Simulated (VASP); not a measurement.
# SnSe2 (P-3m1) in VASP: a series of runs, part 2 of 2

VASP 6.6.1. Earlier steps stand in the parts before.

## Step 3: Single point, PBE-based screened hybrid with 50 % exact exchange

This run uses another cell than the first one, of 25.73 Å³/atom.

POSCAR reads:

```
SnSe2
1.0
    3.8110000000      0.0000000000      0.0000000000
   -1.9055000000      3.3004228138      0.0000000000
    0.0000000000      0.0000000000      6.1360000000
Sn Se
1 2
Direct
    0.0000000000      0.0000000000      0.0000000000
    0.6666666667      0.3333333333      0.7510000000
    0.3333333333      0.6666666667      0.2490000000
```

INCAR.step1 reads:

```
ALGO = Normal
EDIFF = 1E-5
ENCUT = 400
GGA = PE
GGA_COMPAT = False
ISIF = 2
ISMEAR = -1
LASPH = True
LREAL = False
LWAVE = True
NBANDS = 20
NELM = 120
PREC = Accurate
SIGMA = 0.05
```

INCAR.step2 reads:

```
AEXX = 0.5
ALGO = Normal
EDIFF = 1E-6
ENCUT = 400
GGA = PE
GGA_COMPAT = False
HFSCREEN = 0.2078699
ISIF = 2
ISMEAR = -1
ISTART = 1
LASPH = True
LCHARG = True
LELF = True
LHFCALC = True
LREAL = False
LVHAR = True
LWAVE = False
NBANDS = 20
NELM = 120
PREC = Accurate
PRECFOCK = Normal
SIGMA = 0.05
```

KPOINTS reads:

```
k-points
0
Gamma
  5 5 3
```

Potentials or basis: VASP PAW PBE potentials, release 64 (Sn_d, Se).

Started as:

```console
> cat potpaw_PBE.64/Sn_d/POTCAR potpaw_PBE.64/Se/POTCAR > POTCAR
> cp INCAR.step1 INCAR
> mpirun -np 1 vasp_std > vasp.out
> cp INCAR.step2 INCAR
> mpirun -np 1 vasp_std > vasp.out
```

OUTCAR:

```text
AEXX = 0.5
   EDIFF = 1E-6
   ENCUT = 400
   GGA = PE
   HFSCREEN = 0.2078699
   ISIF = 2
   ISMEAR = -1
   ISTART = 1
   LASPH = True
   LHFCALC = True
   LREAL = False
   NELM = 120
   PREC = Accurate
   PRECFOCK = Normal

 ion  position               nearest neighbor table
   1  0.000  0.000  0.000-   2 2.68   3 2.68   3 2.68   2 2.68   2 2.68   3 2.68
   2  0.667  0.333  0.751-   1 2.68   1 2.68   1 2.68
   3  0.333  0.667  0.249-   1 2.68   1 2.68   1 2.68

  LATTYP: Found a hexagonal cell.
 ALAT       =     3.8110000000
 C/A-ratio  =     1.6100760955

  Lattice vectors:

 A1 = (   3.8110000000,   0.0000000000,   0.0000000000)
 A2 = (  -1.9055000000,   3.3004228138,   0.0000000000)
 A3 = (   0.0000000000,   0.0000000000,   6.1360000000)

Analysis of symmetry for initial positions (statically):
=====================================================================
 Subroutine PRICEL returns:
 Original cell was already a primitive cell.

 Routine SETGRP: Setting up the symmetry group for a
 hexagonal supercell.

[... 159 lines left out ...]
  free energy    TOTEN  =       -17.48350600 eV

  energy without entropy =      -17.48350600  energy(sigma->0) =      -17.48350600

 E-fermi :   4.0372     XC(G=0):  -6.2621

 val. band max:        2.9565783617   @ k =   0.0000   0.0000   0.0000
 cond. band min:       5.3231329222   @ k =   0.0000   0.4000   0.3333
 fundamental gap:      2.3665545605
 Fermi energy:         4.0371940355

 k-point     1 :       0.0000    0.0000    0.0000
  band No.  band energies     occupation
      1     -22.3030      2.00000
      2     -22.3030      2.00000
      3     -22.2247      2.00000
      4     -22.2090      2.00000
      5     -22.2090      2.00000
      6     -13.5665      2.00000
[... 265 lines left out ...]
     19      13.9760      0.00000
     20      15.3689      0.00000

------------------------ aborting loop because EDIFF is reached ----------------------------------------

  FORCE on cell =-STRESS in cart. coord.  units (eV):
  Direction    XX          YY          ZZ          XY          YZ          ZX
  --------------------------------------------------------------------------------------
  -------------------------------------------------------------------------------------
  Total       -0.3234846     -0.3234846      0.3177355     -0.0000000      0.0000000      0.0000000
  in kB       -6.7153763     -6.7153763      6.5960263     -0.0000000      0.0000000      0.0000000
  external PRESSURE =      -2.2782421 kB  Pullay stress =       0.0000000 kB

 VOLUME and BASIS-vectors are now :
 -----------------------------------------------------------------------------
  energy-cutoff  :      400.00
  volume of cell :       77.18
      direct lattice vectors                 reciprocal lattice vectors
     3.811000000  0.000000000  0.000000000     0.262398321  0.151495741  0.000000000
    -1.905500000  3.300422814  0.000000000     0.000000000  0.302991482  0.000000000
     0.000000000  0.000000000  6.136000000     0.000000000  0.000000000  0.162972621

 POSITION                                       TOTAL-FORCE (eV/Angst)
 -----------------------------------------------------------------------------------
      0.00000      0.00000      0.00000        -0.000000      0.000000      0.000000
      1.90550      1.10014      4.60814         0.000000      0.000000      0.165054
     -0.00000      2.20028      1.52786        -0.000000     -0.000000     -0.165054
 -----------------------------------------------------------------------------------
    total drift:                               -0.000003      0.000001     -0.000002

  FREE ENERGIE OF THE ION-ELECTRON SYSTEM (eV)
  ---------------------------------------------------
  free  energy   TOTEN  =       -17.4835060031 eV

  energy  without entropy=      -17.4835060030  energy(sigma->0) =      -17.48350600
```

OUTCAR.step1:

```text
EDIFF = 1E-5
   ENCUT = 400
   GGA = PE
   ISIF = 2
[... 488 lines left out ...]
      0.00000      0.00000      0.00000         0.000000      0.000000      0.000000
      1.90550      1.10014      4.60814        -0.000000      0.000000     -0.760103
     -0.00000      2.20028      1.52786         0.000000     -0.000000      0.760103
 -----------------------------------------------------------------------------------
    total drift:                                0.000000      0.000000      0.000000

  FREE ENERGIE OF THE ION-ELECTRON SYSTEM (eV)
  ---------------------------------------------------
  free  energy   TOTEN  =       -11.7114985208 eV

  energy  without entropy=      -11.7114590271  energy(sigma->0) =      -11.71147877
```

It took 40 min on 1 thread of Intel Xeon 8259CL, shared host; peak memory 0.29 GiB.

Results:

```yaml
Free_energy: -17.4835 eV
Pressure: -0.2 GPa
Largest_force: 0.165 eV/Å
Band_gap_on_the_k_mesh: 2.37 eV (least direct gap 2.87 eV)
```

Forces in eV/Å, atoms in the order of the input:
```
Sn   0.000  0.000  0.000
Se   0.000  0.000  0.165
Se   0.000  0.000 -0.165
```

Stress tensor (GPa, compression positive):
```
-0.67  0.00  0.00
 0.00 -0.67  0.00
 0.00  0.00  0.66
```

Levels at points of the mesh, in eV from the valence-band top:
```
           k point  band 11  band 12  band 13  band 14  band 15  band 16
(0.00, 0.00, 0.00)    -0.33    -0.33     0.00     2.87     4.76     6.68
```

Caveat: the PAW data sets were made with another functional, which shifts forces and pressure a little; spin-orbit coupling is left out, which moves the levels of the heavy elements; an odd mesh through Γ misses points on the zone boundary, where band edges can lie.
